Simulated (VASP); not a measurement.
CaS, 2 atoms in the cell. Symmetry: Fm-3m, No. 225, cubic system. Conventional cell: a = 5.713 Å, b = 5.713 Å, c = 5.713 Å, α = 90.00°, β = 90.00°, γ = 90.00°. Within 3.8 Å of Ca (site symmetry m-3m) lie 6 S at 2.86 Å. S (site symmetry m-3m) has 6 Ca at 2.86 Å within 3.8 Å. 

* Program: VASP 6.6.1
* Task: single point
* Functional: PBE
* Potentials or basis: VASP PAW PBE potentials, release 64 (Ca_sv, S)
* Cutoff: 500 eV
* k mesh: 8 × 8 × 8
* Occupations: fermi-dirac, width 0.02 eV
* Spin: no spin polarisation
* Dipole correction: no
* Further INCAR settings: ALGO = Normal; EDIFF = 1e-06; NBANDS = 15

Potentials or basis: VASP PAW PBE potentials, release 64 (Ca_sv, S).

The run is started by

```console
$ cat potpaw_PBE.64/Ca_sv/POTCAR potpaw_PBE.64/S/POTCAR > POTCAR
$ mpirun -np 1 vasp_std > vasp.out
```

Hardware: 1 thread of Intel Xeon 8259CL, on a shared host.

**Question.** Estimate the wall time of this run.

**Answer.** Run time: 30 s on 1 thread of Intel Xeon 8259CL, on a shared host, peak memory 0.17 GiB. Counts: scf iterations 12, k points 29.
